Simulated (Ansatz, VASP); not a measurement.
**Two plane-wave programs on C**

```xyz
2
Lattice="0.0000 1.8441 1.6346 1.8441 0.0000 1.6346 1.8441 1.8441 0.0000" Properties=species:S:1:pos:R:3 pbc="T T T"
C     1.8441    1.8441    1.6346
C     2.7662    2.7662    2.4519
```

Alike in both runs: task single point; functional PBE; k mesh 12 × 12 × 12; occupations gaussian, width 0.05 eV; no spin polarisation.

|  | VASP | Ansatz |
| --- | --- | --- |
| version | VASP 6.6.1 | Ansatz 0.2.0 |
| potentials or method | VASP PAW PBE potentials, release 64 (C), cutoff 520 eV | scalar-relativistic, plane waves, PAW |
| valence electrons in the cell | 8 | 8 |

|  | VASP | Ansatz | Ansatz less VASP |
| --- | --- | --- | --- |
| gap on the k mesh at the Fermi level (eV) | 1.25 | 1.26 | +0.011 |
| least direct gap on the mesh (eV) | 3.71 | 3.72 | +0.004 |
| pressure (GPa) | 11.8 | 11.2 | -0.69 |
| traceless stress, the component that is largest in VASP (GPa) | 66.65 | 66.67 | +0.018 |
